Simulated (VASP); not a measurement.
Be:

```
Be
1.0
    -1.75217    1.75217    1.75217
     1.75217   -1.75217    1.75217
     1.75217    1.75217   -1.75217
Be
1
Direct
  0.00000 0.00000 0.00000
```

This cell differs from its parent crystal: Ba replaced by Be, lengths x 0.668, strained.

Base run:

| Item | Value |
| --- | --- |
| Program | VASP 6.6.1 |
| Functional | PBE |
| Potentials or basis | VASP PAW PBE potentials, release 64 (Be) |
| Cutoff | 600 eV |
| k mesh | 16 × 16 × 16 |
| Occupations | gaussian, width 0.1 eV |
| Spin | no spin polarisation |

Its results: band gap on the k mesh zero (band 1 reaches 3.37 eV, above the bottom of band 2 at 0.15 eV); pressure -19.5 GPa.

Task: The run is repeated on the same cell with these changes: k mesh from 16 × 16 × 16 to 8 × 8 × 8. What comes out?

Result: Band gap on the k mesh zero (band 1 reaches 3.36 eV, above the bottom of band 2 at 0.15 eV); pressure -20.0 GPa.
